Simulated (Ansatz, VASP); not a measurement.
**Cl: VASP beside Ansatz**

```xyz
4
Lattice="3.1252 -2.0072 0.0000 3.1252 2.0072 0.0000 0.0000 0.0000 8.1466" Properties=species:S:1:pos:R:3 pbc="T T T"
Cl    3.1252   -1.5080    4.9489
Cl    3.1252    1.5080    3.1977
Cl    3.1252   -0.4993    0.8756
Cl    3.1252    0.4993    7.2710
```

Alike in both runs: task single point; functional PBE-based screened hybrid with a share of 0.1 of exact exchange and HFSCREEN = 0.1; k mesh 4 × 4 × 2; no spin polarisation.

|  | VASP | Ansatz |
| --- | --- | --- |
| version | VASP 6.6.1 | Ansatz 0.2.0 |
| potentials or method | VASP PAW PBE potentials, release 64 (Cl) | plane waves |
| plane-wave cutoff (eV) | 520 | 420 |
| occupations | gaussian, width 0.01 eV | fixed |
| valence electrons in the cell | 28 | 28 |

```tsv
	VASP	Ansatz	Ansatz less VASP
gap on the k mesh at the Fermi level (eV)	3.03	2.98	-0.049
pressure (GPa)	1.2	1.7	+0.49
traceless stress, the component that is largest in VASP (GPa)	-1.08	-0.57	+0.509
rms of the force components (eV/Å)	0.193	0.076	-0.1174
```

VASP's potentials were made for PBE, not for PBE-based screened hybrid. Atom by atom the forces differ by 0.118 eV/Å (rms over components). Ansatz's warnings: stress exchange threshold loose, stress scf threshold loose.

The k mesh is coarse, so the values compare programs but aren't converged.
